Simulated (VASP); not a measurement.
Write the native input for VASP 6.6.1 that does the following.

```yaml
Task: single point
Functional: PBE
Potentials_or_basis: VASP PAW PBE potentials, release 64 (Si, N)
Cutoff: 520 eV
k_mesh: 2 × 2 × 2
Occupations: fermi-dirac, width 0.02 eV
Spin: collinear spin, ferromagnetic start
Starting_moments: "[0.0, 0.0, 0.0, 0.0, 0.0, 0.0, 0.0, 0.0, 0.0, 0.0, 0.0, 0.0, 0.0, 0.0, 0.0, 0.0, 1.0] μB"
Dipole_correction: no
Further_INCAR_settings: LREAL = Auto; ALGO = Normal; EDIFF = 1e-06; NBANDS = 52
```

The structure of Si16N (a cell with a defect) lies in POSCAR:

```
Si16N
1.0
    0.0000000000      5.4300000000      5.4300000000
    5.4300000000      0.0000000000      5.4300000000
    5.4300000000      5.4300000000      0.0000000000
Si N
16 1
Direct
   -0.0301749540      0.0197513812      0.0183517495
    0.1272283610      0.1645027624      0.0837661142
   -0.0134530387     -0.0508931860      0.4230847145
    0.0799723757      0.1006721915      0.6585543278
   -0.0090883978      0.5334714549     -0.0207826888
    0.1115837937      0.6329650092      0.1282320442
   -0.0004143646      0.4879097606      0.4980386740
    0.1561970534      0.5922744015      0.6022375691
    0.4891804788      0.0235082873      0.0334346225
    0.6026519337      0.1508103131      0.1653959484
    0.4744751381      0.0171086556      0.5576795580
    0.6202394107      0.1590791897      0.6647145488
    0.4845856354      0.5111970534      0.0335174954
    0.6101381215      0.6576887661      0.1354972376
    0.5113443831      0.5341436464      0.5051749540
    0.6415101289      0.6423756906      0.6450276243
    0.9051933702      0.0402946593      0.6212707182
```

These files were run (other wordings do the same):

INCAR

```
PREC = Accurate
ENCUT = 520
EDIFF = 1E-6
ISMEAR = -1
SIGMA = 0.02
LREAL = Auto
LASPH = T
NELM = 150
ALGO = Normal
ISIF = 2
LWAVE = F
LCHARG = F
ISPIN = 2
MAGMOM = 0 0 0 0 0 0 0 0 0 0 0 0 0 0 0 0 1
LORBIT = 11
GGA = PE
NBANDS = 52
```

KPOINTS

```
regular mesh
0
Gamma
  2 2 2
```

Potentials or basis: VASP PAW PBE potentials, release 64 (Si, N).

Run with:

```bash
$ cat potpaw_PBE.64/Si/POTCAR potpaw_PBE.64/N/POTCAR > POTCAR
$ mpirun -np 1 vasp_std > vasp.out
```

It gave:

- Pressure: 3.1 GPa
- Largest force: 1.467 eV/Å
- Net moment: 0.28 μB per cell
- Site moments: Si +0.00, +0.01, +0.03, +0.02, -0.00 (each value once); N +0.02 μB
- Valence electrons inside the program's atomic spheres: Si 1.70, 1.72, 1.68, 1.63, 1.69, 1.61 (each value once); N 3.85

Caveat: the k points lie up to 0.50 Å⁻¹ apart; the atoms stand as in a frame of molecular dynamics.

Wall time 5.3 min on 1 thread of Intel(R) Xeon(R) 6975P-C (Granite Rapids) (shared host), peak memory 0.71 GiB.
